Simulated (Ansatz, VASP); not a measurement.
# V: VASP beside Ansatz

The input INCAR:

```
SYSTEM = V
PREC = Accurate
ENCUT = 520
EDIFF = 1E-7
ISMEAR = -1
SIGMA = 0.1
LREAL = .False.
LASPH = .True.
NELM = 60
ALGO = Normal
ISIF = 2
LWAVE = .False.
LCHARG = .True.
LELF = .True.
LVHAR = .True.
NBANDS = 20
```

The input KPOINTS:

```
Automatic mesh
0
Gamma
  17 17 14
  0 0 0
```

The input POSCAR:

```
V
1.0
   -3.2235332889      3.2235087961      1.2190822685
    3.2235087961     -3.2235332889      1.2190822685
    1.8095324742      1.8095324742     -1.2191271271
V
2
Direct
    0.0000074908      0.9999925092      1.0000000000
    0.7499925092      0.2500074908      0.5000000000
```

Input for Ansatz:

```yaml
crystal:
  lattice:
    - [-3.2235332889, 3.2235087961, 1.2190822685]
    - [3.2235087961, -3.2235332889, 1.2190822685]
    - [1.8095324742, 1.8095324742, -1.2191271271]
  atoms:
    - { symbol: V, position: [7.4908e-06, 0.9999925092, 1.0] }
    - { symbol: V, position: [0.7499925092, 0.2500074908, 0.5] }
hamiltonian:
  xc: lda
  pseudopotentials:
    kind: paw
    azcp:
      V: "pseudopotentials/V.paw.azcp"
basis:
  ecutwfc: 420
  fft_grid_basis: typed
kpoints:
  mp_grid: { grid: [17, 17, 14], shift: [0, 0, 0] }
magnetization:
  spin_polarized: false
scf:
  occupations: { method: fermi_dirac, width: 0.1 }
  lower_state_search: "off"
output:
  stress: true
```

Alike in both runs: task single point; functional LDA; k mesh 17 × 17 × 14; occupations fermi-dirac, width 0.1 eV; no spin polarisation.

```csv
,VASP,Ansatz
version,VASP 6.6.1,Ansatz 0.2.0
potentials or method,"VASP PAW LDA potentials, release 64 (V_sv), cutoff 520 eV","plane waves (420 eV) with PAW, scalar-relativistic"
valence electrons in the cell,26,26
```

Ansatz gave:

```
pressure (GPa)                                                : -18.5
traceless stress, the component that is largest in VASP (GPa) : -0.49
```

Problem. What did VASP give for the same quantities?

Solution. Pressure (GPa): -18.2; traceless stress, the component that is largest in VASP (GPa): -0.48.

Ansatz warns that its potentials were made for another functional, while VASP's fit it. LDA's correlation is that of Perdew and Zunger in VASP and of Perdew and Wang (1992) in Ansatz.
